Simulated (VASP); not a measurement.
InPd: single point with r2SCAN

The system is InPd.

```
In Pd
1.0
     3.26719    0.00000    0.00000
     0.00000    3.26719    0.00000
     0.00000    0.00000    3.26719
In Pd
1 1
Direct
  0.00000 0.00000 0.00000
  0.50000 0.50000 0.50000
```

```
Program             : VASP 6.6.1
Task                : single point
Functional          : r2SCAN
Potentials or basis : VASP PAW PBE potentials, release 64 (In_d, Pd)
Cutoff              : 520 eV
k mesh              : 8 × 8 × 8
Occupations         : fermi-dirac, width 0.05 eV
Spin                : no spin polarisation
```

| Item | Value |
| --- | --- |
| Pressure | 0.6 GPa |

Levels at points of the mesh, in eV from the Fermi level:
```tsv
k point	band 10	band 11	band 12	band 13	band 14	band 15
(0.00, 0.00, 0.00)	-2.30	-2.30	4.61	4.61	4.61	10.27
(0.50, 0.00, 0.00)	-3.33	-2.38	-1.09	10.23	10.23	10.30
(0.50, 0.50, 0.00)	-2.36	-2.36	-1.72	1.74	2.73	10.23
(0.50, 0.50, 0.50)	-1.68	0.36	4.06	4.06	4.06	4.69
```

Wall time 93 s on 1 thread of Intel(R) Xeon(R) Platinum 8259CL CPU @ 2.50GHz (Skylake/Cascade Lake) (shared host), peak memory 0.15 GiB.

Caveat: the PAW data sets were made with another functional, which shifts forces and pressure a little; spin-orbit coupling is left out, which moves the levels of the heavy elements.
